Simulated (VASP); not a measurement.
Input of a VASP 6.6.1 run:

INCAR

```
PREC = Accurate
ENCUT = 520
EDIFF = 1E-7
ISMEAR = 0
SIGMA = 0.1
LREAL = F
LASPH = T
NELM = 80
ALGO = Normal
ISIF = 2
LWAVE = F
LCHARG = T
GGA = PE
LELF = T
LVHAR = T
NBANDS = 21
```

Contents of KPOINTS:

```
regular mesh
0
Gamma
  8 6 6
```

Contents of POSCAR:

```
SiC2
1.0
    0.6242883503      0.0013020227      4.0097976033
    3.3453288493      0.0038727134      0.9879302186
   -0.0055353912      4.8931493055     -0.0007269015
Si C
2 4
Direct
    0.2500047147     -0.0000032446      0.0002729247
    0.2499953268      0.4999944586      0.5002719450
   -0.0639088468      0.4068442767      0.2498645727
    0.5639077017      0.0931698530      0.7498729533
   -0.0639149400      0.9068681315      0.7498569255
    0.5639160435      0.5931265248      0.2498606787
```

Potentials or basis: VASP PAW PBE potentials, release 64 (Si, C).

Run with:

```sh
$ cat potpaw_PBE.64/Si/POTCAR potpaw_PBE.64/C/POTCAR > POTCAR
$ mpirun -np 1 vasp_std > vasp.out
```

Problem. Estimate the band gap on the k mesh.

Solution. Zero (bands 12 and 13 overlap by 3.07 eV).

Problem. What does it give for the pressure?

Solution. 0.0 GPa.

Forces on the atoms (eV/Å):
```
Si   0.000  0.000  0.000
Si   0.000  0.000  0.000
C   -0.017  0.000  0.060
C    0.017  0.000 -0.060
C   -0.017  0.000  0.060
C    0.018  0.000 -0.060
```
